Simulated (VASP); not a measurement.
# TiO (P6_3/mmc) in VASP: a series of runs

TiO is run at these levels: r2SCAN; tasks: single point.

All numbers are computed with VASP 6.6.1; they aren't measurements. Logs are shortened: lines on timing, memory, paths and dates and some standing lists are left out, and cuts for length are marked.

### 1 The cell of the first run

The structure is hexagonal, space group P6_3/mmc (No. 194). Conventional cell: a = 2.852 Å, b = 2.852 Å, c = 5.568 Å, α = 90.00°, β = 90.00°, γ = 120.00°. Ti (site symmetry -6m2) has 6 O at 2.16 Å and 6 Ti at 2.85 Å within 2.9 Å. Within 2.9 Å of O (site symmetry -3m) lie 6 Ti at 2.16 Å and 8 O at 2.78 to 2.85 Å.

### 2 Single point, r2SCAN

File POSCAR:

```
TiO
1.0
    2.8516080131      0.0000000000      0.0000000000
   -1.4258040066      2.4695649810      0.0000000000
    0.0000000000      0.0000000000      5.5675030000
Ti O
2 2
Direct
    0.3333333333      0.6666666667      0.2500000000
    0.6666666667      0.3333333333      0.7500000000
    0.0000000000      0.0000000000      0.0000000000
    0.0000000000      0.0000000000      0.5000000000
```

File INCAR.step1:

```
SYSTEM = TiO
PREC = Accurate ; ENCUT = 520
ISMEAR = -1 ; SIGMA = 0.3
LREAL = .FALSE. ; LASPH = .TRUE.
NELM = 80 ; NBANDS = 26
GGA = PE ; ALGO = Normal
EDIFF = 1E-4 ; LWAVE = .TRUE.
LCHARG = .FALSE.
```

File INCAR.step2:

```
SYSTEM = TiO
PREC = Accurate ; ENCUT = 520
EDIFF = 1E-7 ; ISMEAR = -1
SIGMA = 0.3 ; LREAL = .FALSE.
LASPH = .TRUE. ; NELM = 80
ALGO = Normal ; ISIF = 2
LWAVE = .FALSE. ; LCHARG = .TRUE.
METAGGA = R2SCAN ; LMIXTAU = .TRUE.
LELF = .TRUE. ; LVHAR = .TRUE.
NBANDS = 26 ; ISTART = 1
```

File KPOINTS:

```
Automatic mesh
0
G
  18 18 8
  0 0 0
```

Potentials or basis: VASP PAW PBE potentials, release 64 (Ti_sv, O).

On the command line:

```sh
> cat potpaw_PBE.64/Ti_sv/POTCAR potpaw_PBE.64/O/POTCAR > POTCAR
> cp INCAR.step1 INCAR
> mpirun -np 1 vasp_std > vasp.out
> cp INCAR.step2 INCAR
> mpirun -np 1 vasp_std > vasp.out
```

OUTCAR:

```text
SYSTEM = TiO
   PREC = Accurate
   ENCUT = 520
   EDIFF = 1E-7
   ISMEAR = -1
   LREAL = .FALSE.
   LASPH = .TRUE.
   NELM = 80
   ISIF = 2
   METAGGA = R2SCAN
   ISTART = 1

 ion  position               nearest neighbor table
   1  0.333  0.667  0.250-   3 2.16   4 2.16   3 2.16   4 2.16   3 2.16   4 2.16
   2  0.667  0.333  0.750-   3 2.16   4 2.16   3 2.16   4 2.16   3 2.16   4 2.16
   3  0.000  0.000  0.000-   1 2.16   2 2.16   2 2.16   1 2.16   2 2.16   1 2.16
   4  0.000  0.000  0.500-   1 2.16   2 2.16   2 2.16   1 2.16   2 2.16   1 2.16

  LATTYP: Found a hexagonal cell.
 ALAT       =     2.8516080131
 C/A-ratio  =     1.9524082463

  Lattice vectors:

 A1 = (   2.8516080131,   0.0000000000,   0.0000000000)
 A2 = (  -1.4258040066,   2.4695649810,   0.0000000000)
 A3 = (   0.0000000000,   0.0000000000,   5.5675030000)

Analysis of symmetry for initial positions (statically):
=====================================================================
 Subroutine PRICEL returns:
 Original cell was already a primitive cell.

 Routine SETGRP: Setting up the symmetry group for a
 hexagonal supercell.

 Subroutine GETGRP returns: Found 24 space group operations
 (whereof 12 operations were pure point group operations)
 out of a pool of 24 trial point group operations.

The static configuration has the point symmetry D_3d.
 The point group associated with its full space group is D_6h.

Analysis of symmetry for dynamics (positions and initial velocities):
=====================================================================
 Subroutine PRICEL returns:
 Original cell was already a primitive cell.

 Routine SETGRP: Setting up the symmetry group for a
 hexagonal supercell.

 Subroutine GETGRP returns: Found 24 space group operations
 (whereof 12 operations were pure point group operations)
 out of a pool of 24 trial point group operations.

The dynamic configuration has the point symmetry D_3d.
 The point group associated with its full space group is D_6h.

 Subroutine INISYM returns: Found 24 space group operations
 (whereof 12 operations are pure point group operations),
 and found     1 'primitive' translations

----------------------------------------------------------------------------------------

                                     Primitive cell

  volume of cell :      39.2076

  direct lattice vectors                    reciprocal lattice vectors
     2.851608013  0.000000000  0.000000000     0.350679334  0.202464808  0.000000000
    -1.425804007  2.469564981  0.000000000     0.000000000  0.404929616  0.000000000
     0.000000000  0.000000000  5.567503000     0.000000000  0.000000000  0.179613733

  length of vectors
     2.851608013  2.851608013  5.567503000     0.404929616  0.404929616  0.179613733

  position of ions in fractional coordinates (direct lattice)
     0.333333333  0.666666667  0.250000000
     0.666666667  0.333333333  0.750000000
     0.000000000  0.000000000  0.000000000
     0.000000000  0.000000000  0.500000000

  ion indices of the primitive-cell ions
   primitive index   ion index
                 1           1
                 2           2
                 3           3
                 4           4

----------------------------------------------------------------------------------------

 KPOINTS: Automatic mesh

Automatic generation of k-mesh.
 Grid dimensions read from file:
 generate k-points for:   18   18    8

 Generating k-lattice:

  Cartesian coordinates                     Fractional coordinates (reciprocal lattice)
     0.019482185  0.011248045  0.000000000     0.055555556  0.000000000  0.000000000
     0.000000000  0.022496090  0.000000000     0.000000000  0.055555556  0.000000000
     0.000000000  0.000000000  0.022451717     0.000000000  0.000000000  0.125000000

  Length of vectors
     0.022496090  0.022496090  0.022451717

  Shift w.r.t. Gamma in fractional coordinates (k-lattice)
     0.000000000  0.000000000  0.000000000

 Subroutine IBZKPT returns following result:
 ===========================================

 Found    185 irreducible k-points:

 Following reciprocal coordinates:
            Coordinates               Weight
  0.000000  0.000000  0.000000      1.000000
  0.055556 -0.000000  0.000000      6.000000
  0.111111 -0.000000  0.000000      6.000000
  0.166667 -0.000000  0.000000      6.000000
  0.222222  0.000000  0.000000      6.000000
  0.277778  0.000000  0.000000      6.000000
[... 16 lines left out ...]
  0.333333  0.111111  0.000000     12.000000
  0.388889  0.111111  0.000000     12.000000
 [... further k-points ...]
   k-points           NKPTS =    185   k-points in BZ     NKDIM =    185   number of bands    NBANDS=     26
   number of dos      NEDOS =    301   number of ions     NIONS =      4
   total plane-waves  NPLWV =  24192
   dimension x,y,z NGX =    24 NGY =   24 NGZ =   42
   dimension x,y,z NGXF=    48 NGYF=   48 NGZF=   84
   ions per type =               2   2
   NGX,Y,Z   is equivalent  to a cutoff of  13.99, 13.99, 12.54 a.u.
   NGXF,Y,Z  is equivalent  to a cutoff of  27.98, 27.98, 25.08 a.u.
 SYSTEM =  TiO
   PREC   = accura    normal or accurate (medium, high low for compatibility)
   ISTART =      1    job   : 0-new  1-cont  2-samecut
   ICHARG =      0    charge: 1-file 2-atom 10-const
   ISPIN  =      1    spin polarized calculation?
   LNONCOLLINEAR =      F non collinear calculations
   LSORBIT =      F    spin-orbit coupling
   LASPH  =      T    aspherical Exc in radial PAW
   ENCUT  =  520.0 eV  38.22 Ry    6.18 a.u.   5.30  5.30 10.35*2*pi/ulx,y,z
   NELM   =     80;   NELMIN=  2; NELMDL=  0     # of ELM steps
   EDIFF  = 0.1E-06   stopping-criterion for ELM
   LREAL  =      F    real-space projection
   EDIFFG = 0.1E-05   stopping-criterion for IOM
   NSW    =      0    number of steps for IOM
   IBRION =     -1    ionic relax: 0-MD 1-quasi-New 2-CG
   NFREE  =      0    steps in history (QN), initial steepest desc. (CG)
   ISIF   =      2    stress and relaxation
   ISYM   =      2    0-nonsym 1-usesym 2-fastsym
   POTIM  = 0.5000    time-step for ionic-motion
   TEBEG  =    0.0;   TEEND  =   0.0 temperature during run
   PSTRESS=    0.0 pullay stress
   NELECT =      36.0000    total number of electrons
   NUPDOWN=      -1.0000    fix difference up-down
   EMIN   =  10.00;   EMAX   =-10.00  energy-range for DOS
   EFERMI =   0.00;   METHOD = LEGACY
   ISMEAR =    -1;   SIGMA  =   0.30  broadening in eV -4-tet -1-fermi 0-gaus
   EFERMI_NEDOS =   21; number of points for ismear=-14 and -15
   IALGO  =     38    algorithm
   IMIX   =      4    mixing-type and parameters
     AMIX     =   0.40;   BMIX     =  1.00
     AMIX_MAG =   1.60;   BMIX_MAG =  1.00
  volume/ion in A,a.u.               =       9.80        66.15
  Fermi-wavevector in a.u.,A,eV,Ry     =   1.591178  3.006890 34.447873  2.531847
  Thomas-Fermi vector in A             =   2.689758
   LORBIT       =      0    0 simple, 1 ext, 2 COOP (PROOUT), +10 PAW based schemes
   METAGGA = R2SCAN    functional components
   LHFCALC =     F    Hartree Fock is set to
   AEXX    =    0.0000 exact exchange contribution
   IVDW    =     0    specifies the selected vdW correction
   LEPSILON=     F    determine dielectric tensor
   LRPA    =     F    only Hartree local field effects (RPA)
 non-spin polarized calculation
  energy-cutoff  :      520.00
  volume of cell :       39.21
 maximum number of plane-waves:      1072
 NGX is ok and might be reduce to    24
   NGX = 11   NGY = 11   NGZ = 21

 number of electron      35.9999992 magnetization

 Free energy of the ion-electron system (eV)
  ---------------------------------------------------
  ext. energy  EPLUGINS =         0.00000000
  ---------------------------------------------------
  free energy    TOTEN  =       -48.78397913 eV

  energy without entropy =      -48.36592708  energy(sigma->0) =      -48.57495310

 E-fermi :  11.5153     XC(G=0): -13.5879

 val. band max:       11.4896888733   @ k =   0.0556   0.0556   0.0000
 cond. band min:      11.5447019520   @ k =   0.0556   0.0556   0.1250
 fundamental gap:      0.0550130788
 Fermi energy:        11.5153279826

 k-point     1 :       0.0000    0.0000    0.0000
  band No.  band energies     occupation
      1     -48.7967      2.00000
      2     -48.7539      2.00000
      3     -24.4875      2.00000
      4     -24.0061      2.00000
      5     -23.6347      2.00000
      6     -23.6346      2.00000
[... 18 lines left out ...]
     25      13.2904      0.00537
     26      14.6169      0.00006

 k-point     2 :       0.0556   -0.0000    0.0000
  band No.  band energies     occupation
      1     -48.7929      2.00000
      2     -48.7508      2.00000
      3     -24.4780      2.00000
      4     -24.0044      2.00000
      5     -23.6581      2.00000
      6     -23.6448      2.00000
[... 18 lines left out ...]
     25      13.3080      0.00507
     26      14.4790      0.00010

 k-point     3 :       0.1111   -0.0000    0.0000
  band No.  band energies     occupation
      1     -48.7823      2.00000
      2     -48.7420      2.00000
      3     -24.4502      2.00000
      4     -23.9998      2.00000
      5     -23.7285      2.00000
      6     -23.7072      2.00000
[... 18 lines left out ...]
     25      13.7096      0.00133
     26      14.1547      0.00030

 k-point     4 :       0.1667   -0.0000    0.0000
  band No.  band energies     occupation
      1     -48.7658      2.00000
      2     -48.7284      2.00000
      3     -24.4067      2.00000
      4     -23.9933      2.00000
      5     -23.8376      2.00000
      6     -23.7990      2.00000
[... 18 lines left out ...]
     25      13.7828      0.00104
     26      14.4410      0.00012
[... 496 lines left out ...]
      1     -48.6964      2.00000
      2     -48.6741      2.00000
      3     -24.2287      2.00000
      4     -24.2115      2.00000
      5     -24.1331      2.00000
      6     -23.9814      2.00000
[... 18 lines left out ...]
     25      14.5145      0.00009
     26      14.8256      0.00003

 k-point    23 :       0.3333    0.1111    0.0000
  band No.  band energies     occupation
      1     -48.6796      2.00000
      2     -48.6623      2.00000
      3     -24.3180      2.00000
      4     -24.2054      2.00000
      5     -24.1572      2.00000
      6     -23.9874      2.00000
[... 18 lines left out ...]
     25      14.8100      0.00003
     26      14.9802      0.00002

 k-point    24 :       0.3889    0.1111    0.0000
  band No.  band energies     occupation
      1     -48.6681      2.00000
      2     -48.6551      2.00000
      3     -24.3757      2.00000
      4     -24.2523      2.00000
      5     -24.1151      2.00000
      6     -23.9978      2.00000
[... 18 lines left out ...]
     25      14.9647      0.00002
     26      15.1376      0.00001

 [... further k-points ...]
[... 5 lines left out ...]
  --------------------------------------------------------------------------------------
  -------------------------------------------------------------------------------------
  Total       -0.5133084     -0.5133084     -0.7880832      0.0000000      0.0000000      0.0000000
  in kB      -20.9757830    -20.9757830    -32.2041563      0.0000000      0.0000000      0.0000000
  external PRESSURE =     -24.7185741 kB  Pullay stress =       0.0000000 kB

 VOLUME and BASIS-vectors are now :
 -----------------------------------------------------------------------------
  energy-cutoff  :      520.00
  volume of cell :       39.21
      direct lattice vectors                 reciprocal lattice vectors
     2.851608013  0.000000000  0.000000000     0.350679334  0.202464808  0.000000000
    -1.425804007  2.469564981  0.000000000     0.000000000  0.404929616  0.000000000
     0.000000000  0.000000000  5.567503000     0.000000000  0.000000000  0.179613733

 POSITION                                       TOTAL-FORCE (eV/Angst)
 -----------------------------------------------------------------------------------
     -0.00000      1.64638      1.39188        -0.000000      0.000000      0.000000
      1.42580      0.82319      4.17563         0.000000      0.000000      0.000000
      0.00000      0.00000      0.00000        -0.000000      0.000000      0.000000
      0.00000      0.00000      2.78375        -0.000000      0.000000      0.000000
 -----------------------------------------------------------------------------------
    total drift:                               -0.000000      0.000000     -0.000000

  FREE ENERGIE OF THE ION-ELECTRON SYSTEM (eV)
  ---------------------------------------------------
  free  energy   TOTEN  =       -48.7839791262 eV

  energy  without entropy=      -48.3659270814  energy(sigma->0) =      -48.57495310
```

It took 8.4 min on 1 thread of AMD EPYC 9R45 (Zen 5), shared host; peak memory 0.26 GiB.

What came out:

```
Free energy            : -48.7840 eV
Pressure               : -2.5 GPa
Band gap on the k mesh : zero (bands 18 and 19 overlap by 0.04 eV)
```

Levels at points of the mesh, in eV from the Fermi level:
| k point | band 16 | band 17 | band 18 | band 19 | band 20 | band 21 |
| --- | --- | --- | --- | --- | --- | --- |
| (0.00, 0.00, 0.00) | -5.77 | -2.24 | -0.24 | -0.24 | -0.16 | 1.02 |
| (0.50, 0.00, 0.00) | -5.99 | -2.94 | -0.24 | 0.88 | 1.62 | 1.95 |
| (0.00, 0.00, 0.50) | -6.08 | -0.79 | -0.79 | 0.63 | 0.63 | 0.63 |
| (0.50, 0.00, 0.50) | -6.61 | -1.55 | -1.55 | 2.00 | 2.00 | 2.22 |

Caveat: so wide a smearing shifts energies and pressures; the PAW data sets were made with another functional, which shifts forces and pressure a little; semilocal functionals often make such compounds metallic where correlation or magnetic order opens a gap, which also shifts bond lengths.

### 3 Single point, r2SCAN

POSCAR is that of step 2.

File INCAR.step1:

```
ALGO = Normal
EDIFF = 1E-4
ENCUT = 520
GGA = PE
ISMEAR = 1
LASPH = True
LCHARG = False
LREAL = False
LWAVE = True
NBANDS = 26
NELM = 80
PREC = Accurate
SIGMA = 0.01
```

File INCAR.step2:

```
ALGO = Normal
EDIFF = 1E-6
ENCUT = 520
ISIF = 2
ISMEAR = 1
ISTART = 1
LASPH = True
LCHARG = False
LMIXTAU = True
LREAL = False
LWAVE = False
METAGGA = R2SCAN
NBANDS = 26
NELM = 80
PREC = Accurate
SIGMA = 0.01
```

File KPOINTS:

```
k-points
0
Gamma
  18 18 8
```

Potentials or basis: VASP PAW PBE potentials, release 64 (Ti_sv, O).

On the command line:

```sh
> cat potpaw_PBE.64/Ti_sv/POTCAR potpaw_PBE.64/O/POTCAR > POTCAR
> cp INCAR.step1 INCAR
> mpirun -np 1 vasp_std > vasp.out
> cp INCAR.step2 INCAR
> mpirun -np 1 vasp_std > vasp.out
```

Run time: 7.3 min. Hardware: 1 thread of AMD EPYC 9R45 (Zen 5), shared host; peak memory 0.25 GiB.

The run converged. Its results:

| Property | Result |
| --- | --- |
| Free energy | -48.6417 eV |
| Pressure | -3.6 GPa |
| Band gap on the k mesh | zero (bands 18 and 19 overlap by 0.04 eV) |

Stress tensor (GPa, compression positive):
```
-4.24  0.00  0.00
 0.00 -4.24  0.00
 0.00  0.00 -2.40
```

Levels at points of the mesh, in eV from the Fermi level:
| k point | band 14 | band 15 | band 16 | band 17 | band 18 | band 19 | band 20 | band 21 | band 22 | band 23 |
| --- | --- | --- | --- | --- | --- | --- | --- | --- | --- | --- |
| (0.00, 0.00, 0.00) | -5.59 | -5.59 | -5.56 | -2.04 | -0.04 | -0.04 | 0.04 | 1.21 | 1.21 | 1.69 |
| (0.50, 0.00, 0.00) | -6.92 | -6.09 | -5.77 | -2.74 | -0.04 | 1.08 | 1.82 | 2.13 | 2.46 | 2.84 |
| (0.00, 0.00, 0.50) | -5.87 | -5.87 | -5.87 | -0.60 | -0.60 | 0.83 | 0.83 | 0.83 | 0.83 | 2.34 |
| (0.50, 0.00, 0.50) | -7.54 | -6.39 | -6.39 | -1.35 | -1.35 | 2.20 | 2.20 | 2.41 | 2.41 | 2.45 |

Caveat: the cell stands under tension; the PAW data sets were made with another functional, which shifts forces and pressure a little; semilocal functionals often make such compounds metallic where correlation or magnetic order opens a gap, which also shifts bond lengths.

The gap in the log of VASP goes by the Fermi energy; the results here count the filled bands.